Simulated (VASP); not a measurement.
The system is TlAgS2.

```
Ag S Tl
1.0
     4.20303    0.00000    0.00000
     0.00000    4.20303    0.00000
     0.00000    0.00000    5.99269
Ag S Tl
1 2 1
Cartesian
  0.0000 0.0000 0.0000
  0.0000 2.1015 1.4434
  2.1015 0.0000 4.5493
  2.1015 2.1015 2.9963
```

```yaml
Program: VASP 6.6.1
Task: relaxation of cell and atoms
Functional: PBEsol
Potentials_or_basis: VASP PAW PBE potentials, release 64 (Ag, S, Tl_d)
Cutoff: 600 eV
k_mesh: 6 × 6 × 4
Occupations: fermi-dirac, width 0.02 eV
Spin: no spin polarisation
```

At the start: pressure -3.0 GPa; volume 26.47 Å³/atom.

**Question.** Where does the relaxation end?

**Answer.** Over 10 steps the energy falls by 16.0 meV/atom and the volume is 24.91 Å³/atom (-5.9 %); space group P-4m2 (No. 115, to 0.1 Å) before and after.

Step by step:
```tsv
step	energy change (eV)	largest force (eV/Å)	pressure (GPa)	volume (Å³)
1	0.0000	0.0513	-3.02	105.86
2	-0.0594	0.1245	0.76	98.41
3	-0.0623	0.1108	0.01	99.64
4	-0.0632	0.0694	0.02	99.61
5	-0.0638	0.0034	0.03	99.56
6	-0.0638	0.0014	0.01	99.56
7	-0.0639	0.0010	-0.01	99.59
8	-0.0639	0.0005	-0.06	99.68
9	-0.0639	0.0002	-0.05	99.67
10	-0.0639	0.0004	-0.02	99.62
```

Final structure:
```yaml
crystal:
  lattice:
    - [4.12308, 0.00000, 0.00000]
    - [0.00000, 4.12308, 0.00000]
    - [0.00000, 0.00000, 5.86031]
  atoms:
    - { symbol: Ag, position: [0.00000, 0.00000, 0.00000] }
    - { symbol: S, position: [0.00000, 0.50000, 0.23796] }
    - { symbol: S, position: [0.50000, 0.00000, 0.76204] }
    - { symbol: Tl, position: [0.50000, 0.50000, 0.50000] }
```

Caveat: the PAW data sets were made with another functional, which shifts forces and pressure a little.
